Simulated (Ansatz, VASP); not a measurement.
TaN in VASP and in Ansatz

```
Ta N
1.0
     0.00000    2.17900    2.17900
     2.17900    0.00000    2.17900
     2.17900    2.17900    0.00000
Ta N
1 1
Direct
  0.50000 0.50000 0.50000
  0.00000 0.00000 0.00000
```

Alike in both runs: task electric field gradients; functional PBEsol; k mesh 9 × 9 × 9; occupations fermi-dirac, width 0.02 eV; no spin polarisation.

|  | VASP | Ansatz |
| --- | --- | --- |
| version | VASP 6.6.1 | Ansatz 0.2.0 |
| potentials or method | VASP PAW PBE potentials, release 64 (Ta_pv, N) | PAW with Ansatz's default frozen-core files, scalar-relativistic |
| plane-wave cutoff (eV) | 520 | 420 |
| valence electrons in the cell | 16 | 18 |

```tsv
	VASP	Ansatz	Ansatz less VASP
pressure (GPa)	5.4	4.3	-1.07
```

VASP's potentials were made for PBE, not for PBEsol. The functional is the same, so the differences come from potentials, cutoffs and numerics. VASP's potentials hold 16 valence electrons a cell and Ansatz's 18, so a difference there can come from the potentials and not from the codes.

Spin-orbit coupling is off throughout.
